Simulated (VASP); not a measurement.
# Ti12C13 in VASP: single point with LDA

Aim: the single point of Ti12C13 with LDA.

Program: VASP 6.6.1. These are calculated values, not measurements. Logs are shortened: lines on timing, memory, paths and dates and some standing lists are left out, and cuts for length are marked.

**1. The cell of the first run**

The cell holds a slab with vacuum, 25 atoms: a = 6.026 Å, b = 6.026 Å, c = 19.733 Å, α = 90.00°, β = 90.00°, γ = 90.00°.

**2. Single point, LDA**

Input file INCAR:

```
SYSTEM = Ti12C13
ALGO = Normal
DIPOL = 0.5 0.5 0.316
EDIFF = 1E-6
ENCUT = 520
IDIPOL = 3
ISIF = 2
ISMEAR = 0
LASPH = .True.
LCHARG = .False.
LDIPOL = .True.
LREAL = Auto
LWAVE = .False.
NBANDS = 116
NELM = 100
PREC = Accurate
SIGMA = 0.1
```

Input file KPOINTS:

```
k-points
0
Gamma
  5 5 1
  0 0 0
```

Input file POSCAR:

```
Ti12C13
1.0
    6.0257129982      0.0000000000      0.0000000000
    0.0000000000      6.0257129982      0.0000000000
    0.0000000000      0.0000000000     19.7334903671
Ti C
12 13
Direct
    0.2500000000      0.2500000000      0.2027010896
    0.2500000000      0.7500000000      0.2027010896
    0.7500000000      0.2500000000      0.2027010896
    0.7500000000      0.7500000000      0.2027010896
    0.0000000000      0.0000000000      0.3085377016
    0.0000000000      0.5000000000      0.3085377016
    0.5000000000      0.0000000000      0.3085377016
    0.5000000000      0.5000000000      0.3085377016
    0.2500000000      0.2500000000      0.4124330642
    0.2500000000      0.7500000000      0.4124330642
    0.7500000000      0.2500000000      0.4124330642
    0.7500000000      0.7500000000      0.4124330642
    0.0000000000      0.0000000000      0.2027010896
    0.0000000000      0.5000000000      0.2027010896
    0.5000000000      0.0000000000      0.2027010896
    0.5000000000      0.5000000000      0.2027010896
    0.2500000000      0.2500000000      0.3079312156
    0.2500000000      0.7500000000      0.3079312156
    0.7500000000      0.2500000000      0.3079312156
    0.7500000000      0.7500000000      0.3079312156
    0.0000000000      0.0000000000      0.4172343673
    0.0000000000      0.5000000000      0.4172343673
    0.5000000000      0.0000000000      0.4172343673
    0.5000000000      0.5000000000      0.4172343673
    0.0000000000      0.0000000000      0.4828199592
```

Potentials or basis: VASP PAW LDA potentials, release 64 (Ti_sv, C).

The run is started by

```
cat potpaw_LDA.64/Ti_sv/POTCAR potpaw_LDA.64/C/POTCAR > POTCAR
mpirun -np 1 vasp_std > vasp.out
```

OUTCAR:

```text
SYSTEM = Ti12C13
   EDIFF = 1E-6
   ENCUT = 520
   ISIF = 2
   ISMEAR = 0
   LASPH = .True.
   LREAL = Auto
   NELM = 100
   PREC = Accurate

 ion  position               nearest neighbor table
   1  0.250  0.250  0.203-  17 2.08  14 2.13  15 2.13  16 2.13  13 2.13
   2  0.250  0.750  0.203-  18 2.08  14 2.13  15 2.13  16 2.13  13 2.13
   3  0.750  0.250  0.203-  19 2.08  14 2.13  15 2.13  16 2.13  13 2.13
   4  0.750  0.750  0.203-  20 2.08  14 2.13  15 2.13  16 2.13  13 2.13
   5  0.000  0.000  0.309-  13 2.09  17 2.13  18 2.13  19 2.13  20 2.13  21 2.14
   6  0.000  0.500  0.309-  14 2.09  17 2.13  18 2.13  19 2.13  20 2.13  22 2.14
   7  0.500  0.000  0.309-  15 2.09  17 2.13  18 2.13  19 2.13  20 2.13  23 2.14
   8  0.500  0.500  0.309-  16 2.09  17 2.13  18 2.13  19 2.13  20 2.13  24 2.14
   9  0.250  0.250  0.412-  17 2.06  21 2.13  22 2.13  23 2.13  24 2.13
  10  0.250  0.750  0.412-  18 2.06  21 2.13  22 2.13  23 2.13  24 2.13
  11  0.750  0.250  0.412-  19 2.06  21 2.13  22 2.13  23 2.13  24 2.13
  12  0.750  0.750  0.412-  20 2.06  21 2.13  22 2.13  23 2.13  24 2.13
  13  0.000  0.000  0.203-   5 2.09   2 2.13   3 2.13   4 2.13   1 2.13
  14  0.000  0.500  0.203-   6 2.09   2 2.13   3 2.13   4 2.13   1 2.13
  15  0.500  0.000  0.203-   7 2.09   2 2.13   3 2.13   4 2.13   1 2.13
  16  0.500  0.500  0.203-   8 2.09   2 2.13   3 2.13   4 2.13   1 2.13
  17  0.250  0.250  0.308-   9 2.06   1 2.08   6 2.13   7 2.13   8 2.13   5 2.13
  18  0.250  0.750  0.308-  10 2.06   2 2.08   6 2.13   7 2.13   8 2.13   5 2.13
  19  0.750  0.250  0.308-  11 2.06   3 2.08   6 2.13   7 2.13   8 2.13   5 2.13
  20  0.750  0.750  0.308-  12 2.06   4 2.08   6 2.13   7 2.13   8 2.13   5 2.13
  21  0.000  0.000  0.417-  25 1.29  10 2.13  11 2.13  12 2.13   9 2.13   5 2.14
  22  0.000  0.500  0.417-   9 2.13  10 2.13  11 2.13  12 2.13   6 2.14
  23  0.500  0.000  0.417-   9 2.13  10 2.13  11 2.13  12 2.13   7 2.14
  24  0.500  0.500  0.417-   9 2.13  10 2.13  11 2.13  12 2.13   8 2.14
  25  0.000  0.000  0.483-  21 1.29

  LATTYP: Found a simple tetragonal cell.
 ALAT       =     6.0257129982
 C/A-ratio  =     3.2748805615

  Lattice vectors:

 A1 = (   6.0257129982,   0.0000000000,   0.0000000000)
 A2 = (   0.0000000000,   6.0257129982,   0.0000000000)
 A3 = (   0.0000000000,   0.0000000000,  19.7334903671)

Analysis of symmetry for initial positions (statically):
=====================================================================
 Subroutine PRICEL returns:
 Original cell was already a primitive cell.

 Routine SETGRP: Setting up the symmetry group for a
 simple tetragonal supercell.

 Subroutine GETGRP returns: Found  8 space group operations
 (whereof  8 operations were pure point group operations)
 out of a pool of 16 trial point group operations.

The static configuration has the point symmetry C_4v.

Analysis of symmetry for dynamics (positions and initial velocities):
=====================================================================
 Subroutine PRICEL returns:
[... 158 lines left out ...]
  Fermi-wavevector in a.u.,A,eV,Ry     =   1.062723  2.008255 15.366139  1.129379
  Thomas-Fermi vector in A             =   2.198183
   LORBIT       =      0    0 simple, 1 ext, 2 COOP (PROOUT), +10 PAW based schemes
   GGA     = CA    functional components
   LHFCALC =     F    Hartree Fock is set to
   AEXX    =    0.0000 exact exchange contribution
   IVDW    =     0    specifies the selected vdW correction
   LEPSILON=     F    determine dielectric tensor
   LRPA    =     F    only Hartree local field effects (RPA)
 non-spin polarized calculation
 Gauss-broadening in eV      SIGMA  =   0.10
  energy-cutoff  :      520.00
  volume of cell :      716.51
 maximum number of plane-waves:     19308
 NGX is ok and might be reduce to    48
   NGX = 23   NGY = 23   NGZ = 73

 dipolmoment           0.000000      0.000000     -0.389258 electrons x Angstroem

 number of electron     196.0000004 magnetization

 dipolmoment           0.000000      0.000000      0.251005 electrons x Angstroem

 Free energy of the ion-electron system (eV)
  ---------------------------------------------------
  ext. energy  EPLUGINS =         0.00000000
  ---------------------------------------------------
  free energy    TOTEN  =      -244.77357728 eV

  energy without entropy =     -244.75449123  energy(sigma->0) =     -244.76403426

 E-fermi :   0.0464     XC(G=0):  -5.3482

 val. band max:       -0.0109762487   @ k =   0.4000   0.4000   0.0000
 cond. band min:       0.1226226663   @ k =   0.2000   0.0000   0.0000
 fundamental gap:      0.1335989151
 Fermi energy:         0.0464487402

 k-point     1 :       0.0000    0.0000    0.0000
  band No.  band energies     occupation
      1     -55.9620      2.00000
      2     -55.9237      2.00000
      3     -55.9237      2.00000
      4     -55.8920      2.00000
      5     -55.7263      2.00000
      6     -55.6832      2.00000
[... 667 lines left out ...]
    109       2.1281      0.00000
    110       2.1890      0.00000
 [bands above 110 left out]

------------------------ aborting loop because EDIFF is reached ----------------------------------------

 vacuum level on the upper side and lower side of the slab       (xc-potential included)         0.603        -0.614

  FORCE on cell =-STRESS in cart. coord.  units (eV):
  Direction    XX          YY          ZZ          XY          YZ          ZX
  --------------------------------------------------------------------------------------
  -------------------------------------------------------------------------------------
  Total      -10.9224512    -10.9224512     -0.3704543      0.0000000      0.0000000      0.0000000
  in kB      -24.4236125    -24.4236125     -0.8283701      0.0000000      0.0000000      0.0000000
  external PRESSURE =     -16.5585317 kB  Pullay stress =       0.0000000 kB

 VOLUME and BASIS-vectors are now :
 -----------------------------------------------------------------------------
  energy-cutoff  :      520.00
  volume of cell :      716.51
      direct lattice vectors                 reciprocal lattice vectors
     6.025712998  0.000000000  0.000000000     0.165955465  0.000000000  0.000000000
     0.000000000  6.025712998  0.000000000     0.000000000  0.165955465  0.000000000
     0.000000000  0.000000000 19.733490367     0.000000000  0.000000000  0.050675272

 POSITION                                       TOTAL-FORCE (eV/Angst)
 -----------------------------------------------------------------------------------
      1.50643      1.50643      4.00000        -0.109475     -0.109475      1.195102
      1.50643      4.51928      4.00000        -0.109475      0.109475      1.195102
      4.51928      1.50643      4.00000         0.109475     -0.109475      1.195102
      4.51928      4.51928      4.00000         0.109475      0.109475      1.195102
      0.00000      0.00000      6.08853        -0.000000      0.000000      0.071704
      0.00000      3.01286      6.08853         0.000000      0.000000     -0.031057
[... 17 lines left out ...]
      3.01286      3.01286      8.23349         0.000000      0.000000     -0.347609
      0.00000      0.00000      9.52772         0.000000      0.000000      0.113533
 -----------------------------------------------------------------------------------
    total drift:                                0.000000      0.000000      0.062726

  FREE ENERGIE OF THE ION-ELECTRON SYSTEM (eV)
  ---------------------------------------------------
  free  energy   TOTEN  =      -244.7735772815 eV

  energy  without entropy=     -244.7544912321  energy(sigma->0) =     -244.76403426

 vacuum level on the upper side and lower side of the slab         5.629         4.379
```

OSZICAR:

```text
N       E                     dE             d eps       ncg     rms          rms(c)
DAV:   1     0.267878384315E+04    0.26788E+04   -0.10010E+05  1544   0.168E+03
DAV:   2     0.123069323818E+03   -0.25557E+04   -0.24930E+04  1568   0.536E+02
DAV:   3    -0.261538649027E+03   -0.38461E+03   -0.37890E+03  2064   0.195E+02
[... 24 lines left out ...]
DAV:  28    -0.244773564552E+03   -0.18471E-04   -0.14469E-06  1168   0.305E-03    0.152E-03
DAV:  29    -0.244773570418E+03   -0.58660E-05   -0.41187E-07  1000   0.191E-03    0.948E-04
DAV:  30    -0.244773575312E+03   -0.48934E-05   -0.49613E-07  1048   0.191E-03    0.512E-04
DAV:  31    -0.244773576812E+03   -0.15003E-05   -0.11725E-07   960   0.101E-03    0.384E-04
DAV:  32    -0.244773577282E+03   -0.46968E-06   -0.61150E-08   864   0.841E-04
   1 F= -.24477358E+03 E0= -.24476403E+03  d E =-.190860E-01
```

Run time: 31 min. Hardware: 1 thread of Intel Xeon Platinum 8488C (Sapphire Rapids), shared host; peak memory 0.7 GiB.

What came out:

| Property | Result |
| --- | --- |
| Free energy | -244.7736 eV |
| Largest force | 1.895 eV/Å |
| Band gap on the k mesh | zero (bands 98 and 99 overlap by 0.13 eV) |

Forces in eV/Å, atoms in the order of the input:
```
Ti  -0.109 -0.109  1.195
Ti  -0.109  0.109  1.195
Ti   0.109 -0.109  1.195
Ti   0.109  0.109  1.195
Ti   0.000  0.000  0.072
Ti   0.000  0.000 -0.031
Ti   0.000  0.000 -0.031
Ti   0.000  0.000  0.075
Ti   0.794  0.794  0.629
Ti   0.794 -0.794  0.629
Ti  -0.794  0.794  0.629
Ti  -0.794 -0.794  0.629
C    0.000  0.000 -1.636
C    0.000  0.000 -1.100
C    0.000  0.000 -1.100
C    0.000  0.000 -1.284
C    0.013  0.013  0.123
C    0.013 -0.013  0.123
C   -0.013  0.013  0.123
C   -0.013 -0.013  0.123
C    0.000  0.000 -1.895
C    0.000  0.000 -0.312
C    0.000  0.000 -0.312
C    0.000  0.000 -0.348
C    0.000  0.000  0.114
```

The gap in the log of VASP goes by the Fermi energy; the results here count the filled bands.